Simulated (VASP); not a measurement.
Crystal: TiC.

```xyz
2
Lattice="0.0000 2.2082 2.2082 2.2082 0.0000 2.2082 2.2082 2.2082 0.0000" Properties=species:S:1:pos:R:3 pbc="T T T"
Ti    0.0000    0.0000    0.0000
C     2.2082    2.2082    2.2082
```

Base run:

* Program: VASP 6.6.1
* Functional: r2SCAN
* Dispersion: D4
* Potentials or basis: VASP PAW PBE potentials, release 64 (Ti_sv, C)
* Cutoff: 520 eV
* k mesh: 11 × 11 × 11
* Occupations: fermi-dirac, width 0.05 eV
* Spin: no spin polarisation

Its results: band gap on the k mesh zero (band 8 reaches 9.65 eV, above the bottom of band 9 at 8.36 eV); pressure -14.8 GPa.

Problem. The run is repeated on the same cell with these changes: dispersion from D4 to none. What comes out?

Solution. Band gap on the k mesh zero (band 8 reaches 9.65 eV, above the bottom of band 9 at 8.36 eV); pressure -13.3 GPa.

Dispersion adds attraction, which lowers the pressure at fixed volume and, as a term added to the energy, leaves the levels alone.

Caveats: the PAW data sets were made with another functional, which shifts forces and pressure a little; pairwise dispersion overbinds metals, which lowers pressure and volume (some runs).
